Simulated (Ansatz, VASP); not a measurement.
SiO2: VASP beside Ansatz

Contents of POSCAR:

```
SiO2
1.0
    5.0360754339      0.0000000000      0.0000000000
   -2.5180377169      4.3613692611      0.0000000000
    0.0000000000      0.0000000000      8.5650778597
Si O
4 8
Direct
    0.6666666667      0.3333333333      0.9370460698
    0.6666666667      0.3333333333      0.5629539302
    0.3333333333      0.6666666667      0.0629539302
    0.3333333333      0.6666666667      0.4370460698
    0.0000000000      0.4133082251      0.0000000000
    0.4133082251      0.4133082251      0.5000000000
    0.5866917749      0.0000000000      0.5000000000
    0.5866917749      0.5866917749      0.0000000000
    1.0000000000      0.5866917749      0.5000000000
    0.6666666667      0.3333333333      0.7500000000
    0.3333333333      0.6666666667      0.2500000000
    0.4133082251      0.0000000000      0.0000000000
```

File INCAR.step1:

```
SYSTEM = SiO2
PREC     = Accurate       ! precision mode
ENCUT    = 520            ! plane-wave cutoff, eV
ISMEAR   = 0              ! smearing method
SIGMA    = 0.05           ! smearing width, eV
LREAL    = .False.        ! projectors in reciprocal space
LASPH    = .True.         ! aspherical terms in the spheres
NELM     = 80             ! most SCF steps
NBANDS   = 44             ! bands
GGA      = PE             ! functional
ALGO     = Normal         ! electronic algorithm
EDIFF    = 1E-4           ! SCF threshold, eV
LWAVE    = .True.         ! write WAVECAR
LCHARG   = .False.        ! write CHGCAR
```

The input INCAR.step2:

```
SYSTEM = SiO2
PREC     = Accurate       ! precision mode
ENCUT    = 520            ! plane-wave cutoff, eV
EDIFF    = 1E-6           ! SCF threshold, eV
ISMEAR   = 0              ! smearing method
SIGMA    = 0.05           ! smearing width, eV
LREAL    = .False.        ! projectors in reciprocal space
LASPH    = .True.         ! aspherical terms in the spheres
NELM     = 80             ! most SCF steps
ALGO     = Normal         ! electronic algorithm
ISIF     = 2              ! what is computed and relaxed
LWAVE    = .False.        ! write WAVECAR
LCHARG   = .True.         ! write CHGCAR
METAGGA  = R2SCAN         ! meta-GGA
LMIXTAU  = .True.       
LELF     = .True.         ! ELF
LVHAR    = .True.       
NBANDS   = 44             ! bands
ISTART   = 1
```

File KPOINTS:

```
Automatic mesh
0
Gamma
  6 6 4
  0 0 0
```

Input for Ansatz:

```yaml
crystal:
  lattice:
    - [5.0360754339, 0.0, 0.0]
    - [-2.5180377169, 4.3613692611, 0.0]
    - [0.0, 0.0, 8.5650778597]
  atoms:
    - { symbol: Si, position: [0.6666666667, 0.3333333333, 0.9370460698] }
    - { symbol: Si, position: [0.6666666667, 0.3333333333, 0.5629539302] }
    - { symbol: Si, position: [0.3333333333, 0.6666666667, 0.0629539302] }
    - { symbol: Si, position: [0.3333333333, 0.6666666667, 0.4370460698] }
    - { symbol: O, position: [0.0, 0.4133082251, 0.0] }
    - { symbol: O, position: [0.4133082251, 0.4133082251, 0.5] }
    - { symbol: O, position: [0.5866917749, 0.0, 0.5] }
    - { symbol: O, position: [0.5866917749, 0.5866917749, 0.0] }
    - { symbol: O, position: [1.0, 0.5866917749, 0.5] }
    - { symbol: O, position: [0.6666666667, 0.3333333333, 0.75] }
    - { symbol: O, position: [0.3333333333, 0.6666666667, 0.25] }
    - { symbol: O, position: [0.4133082251, 0.0, 0.0] }
basis:
  ecutwfc: 500
kpoints:
  mp_grid: { grid: [6, 6, 4] }
hamiltonian:
  xc: r2scan
scf:
  occupations: { method: gaussian, width: 0.05 }
output:
  forces: true
  stress: true
  eigenvalues: true
  write_density: true
  write_potential: true
  elf: true
  volumetric_format: npy
```

Alike in both runs: task single point; functional r2SCAN; k mesh 6 × 6 × 4; occupations gaussian, width 0.05 eV; no spin polarisation.

|  | VASP | Ansatz |
| --- | --- | --- |
| version | VASP 6.6.1 | Ansatz 0.2.0 |
| potentials or method | VASP PAW PBE potentials, release 64 (Si, O), cutoff 520 eV | scalar-relativistic, plane waves, PAW |
| valence electrons in the cell | 64 | 64 |

Ansatz gave:

* gap on the k mesh at the Fermi level (eV): 6.18
* least direct gap on the mesh (eV): 6.24
* pressure (GPa): 0.0
* rms of the force components (eV/Å): 0.000

Question: Estimate VASP's values.

Answer: gap on the k mesh at the Fermi level (eV): 6.18; least direct gap on the mesh (eV): 6.24; pressure (GPa): 0.1; rms of the force components (eV/Å): 0.006.

VASP's potentials were made for PBE, not for r2SCAN. Atom by atom the forces differ by 0.006 eV/Å (rms over components).
